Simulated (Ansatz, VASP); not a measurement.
Two plane-wave programs on Te

INCAR

```
SYSTEM = Te
PREC     = Accurate       ! precision mode
ENCUT    = 520            ! plane-wave cutoff, eV
EDIFF    = 1E-6           ! SCF threshold, eV
ISMEAR   = -1             ! smearing method
SIGMA    = 0.1            ! smearing width, eV
LREAL    = .False.        ! projectors in reciprocal space
LASPH    = .True.         ! aspherical terms in the spheres
NELM     = 100            ! most SCF steps
ALGO     = Normal         ! electronic algorithm
ISIF     = 2              ! what is computed and relaxed
LWAVE    = .False.        ! write WAVECAR
LCHARG   = .False.        ! write CHGCAR
GGA      = RP             ! functional
NBANDS   = 13             ! bands
```

File KPOINTS:

```
Automatic mesh
0
Gamma
  9 9 9
  0 0 0
```

The input POSCAR:

```
Te
1.0
    0.0000000000      3.7781977993      3.7781977993
    3.7781977993      0.0000000000      3.7781977993
    3.7781977993      3.7781977993      0.0000000000
Te
2
Direct
    0.1250000000      0.1250000000      0.1250000000
    0.8750000000      0.8750000000      0.8750000000
```

Input for Ansatz:

```yaml
crystal:
  lattice:
    - [0.0, 3.7781977993, 3.7781977993]
    - [3.7781977993, 0.0, 3.7781977993]
    - [3.7781977993, 3.7781977993, 0.0]
  atoms:
    - { symbol: Te, position: [0.125, 0.125, 0.125] }
    - { symbol: Te, position: [0.875, 0.875, 0.875] }
hamiltonian:
  xc: rpbe
  pseudopotentials:
    kind: paw
    azcp:
      Te: "pseudopotentials/Te.paw.azcp"
basis:
  ecutwfc: 420
  fft_grid_basis: typed
kpoints:
  mp_grid: { grid: [9, 9, 9], shift: [0, 0, 0] }
magnetization:
  spin_polarized: false
scf:
  occupations: { method: fermi_dirac, width: 0.1 }
  lower_state_search: "off"
output:
  stress: true
```

Alike in both runs: task single point; functional RPBE; k mesh 9 × 9 × 9; occupations fermi-dirac, width 0.1 eV; no spin polarisation.

|  | VASP | Ansatz |
| --- | --- | --- |
| version | VASP 6.6.1 | Ansatz 0.2.0 |
| potentials or method | VASP PAW PBE potentials, release 64 (Te), cutoff 520 eV | plane waves (420 eV) with PAW, scalar-relativistic |
| valence electrons in the cell | 12 | 32 |

|  | VASP | Ansatz | Ansatz less VASP |
| --- | --- | --- | --- |
| pressure (GPa) | -2.1 | -2.1 | +0.03 |

VASP's potentials were made for PBE, not for RPBE. VASP's potentials hold 12 valence electrons a cell and Ansatz's 32, so a difference there can come from the potentials and not from the codes.

Neither program's run includes spin-orbit coupling.
